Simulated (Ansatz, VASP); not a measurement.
P: VASP beside Ansatz

File INCAR:

```
PREC = Accurate
ENCUT = 520
EDIFF = 1E-7
ISMEAR = -1
SIGMA = 0.05
LREAL = F
LASPH = T
NELM = 80
ALGO = Normal
ISIF = 2
LWAVE = F
LCHARG = T
GGA = CA
LELF = T
LVHAR = T
NBANDS = 18
```

Contents of KPOINTS:

```
Automatic mesh
0
Gamma
  8 8 6
```

The input POSCAR:

```
P
1.0
    1.6694264413     -5.5369543634      0.0000000000
    1.6694264413      5.5369543634      0.0000000000
    0.0000000000      0.0000000000      4.6034271255
P
4
Direct
    0.9041431300      0.0958568700      0.5888151700
    0.0958568700      0.9041431300      0.4111848300
    0.5958568700      0.4041431300      0.0888151700
    0.4041431300      0.5958568700      0.9111848300
```

The input input.yaml:

```yaml
crystal:
  lattice:
    - [1.6694264413, -5.5369543634, 0.0]
    - [1.6694264413, 5.5369543634, 0.0]
    - [0.0, 0.0, 4.6034271255]
  atoms:
    - { symbol: P, position: [0.90414313, 0.09585687, 0.58881517] }
    - { symbol: P, position: [0.09585687, 0.90414313, 0.41118483] }
    - { symbol: P, position: [0.59585687, 0.40414313, 0.08881517] }
    - { symbol: P, position: [0.40414313, 0.59585687, 0.91118483] }
kpoints:
  mp_grid: { grid: [8, 8, 6] }
scf:
  occupations: { method: fermi_dirac, width: 0.05 }
hamiltonian:
  xc: lda
  pseudopotentials: { kind: all_electron, lapw: { basis_error: 0.002 } }
output:
  forces: true
  stress: true
  eigenvalues: true
```

Change from the starting cell: volume scaled by 1.04.

Alike in both runs: task single point; functional LDA; k mesh 8 × 8 × 6; occupations fermi-dirac, width 0.05 eV; no spin polarisation.

```csv
,VASP,Ansatz
version,VASP 6.6.1,Ansatz 0.2.0
potentials or method,"VASP PAW LDA potentials, release 64 (P), cutoff 520 eV","all-electron LAPW, scalar-relativistic"
```

Ansatz gave:

```
gap on the k mesh at the Fermi level (eV)                     : 0.05
least direct gap on the mesh (eV)                             : 0.05
pressure (GPa)                                                : -4.6
traceless stress, the component that is largest in VASP (GPa) : -1.23
rms of the force components (eV/Å)                            : 0.104
```

Question: Which values does VASP return?

Answer: gap on the k mesh at the Fermi level (eV): 0.05; least direct gap on the mesh (eV): 0.05; pressure (GPa): -4.9; traceless stress, the component that is largest in VASP (GPa): -1.25; rms of the force components (eV/Å): 0.121.

LDA's correlation is that of Perdew and Zunger in VASP and of Perdew and Wang (1992) in Ansatz. Atom by atom the forces differ by 0.023 eV/Å (rms over components). Ansatz ran all-electron here, and VASP with PAW potentials.
